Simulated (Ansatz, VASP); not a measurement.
## Two plane-wave programs on Si

```
Si
1.0
     3.84753    0.00000    0.00000
    -1.92376    3.33205    0.00000
     0.00000    0.00000   18.44160
Si
4
Direct
  0.33333 0.66667 0.26954
  0.66667 0.33333 0.24401
  0.16667 0.33333 0.52282
  0.50000 0.00000 0.49729
```

Alike in both runs: task single point; functional PBE; dispersion D3(BJ); k mesh 9 × 9 × 1; occupations gaussian, width 0.1 eV; no spin polarisation.

|  | VASP | Ansatz |
| --- | --- | --- |
| version | VASP 6.6.1 | Ansatz 0.2.0 |
| potentials or method | VASP PAW PBE potentials, release 64 (Si), cutoff 520 eV | scalar-relativistic, plane waves, PAW |
| valence electrons in the cell | 16 | 16 |

VASP gave:

```
gap on the k mesh at the Fermi level (eV) : 0.25
least direct gap on the mesh (eV)         : 0.25
rms of the force components (eV/Å)        : 0.058
```

Question: Which values does Ansatz return?

Answer: gap on the k mesh at the Fermi level (eV): 0.25; least direct gap on the mesh (eV): 0.25; rms of the force components (eV/Å): 0.059.

Atom by atom the forces differ by 0.003 eV/Å (rms over components). Ansatz's warnings: xc potential rough in thin density.
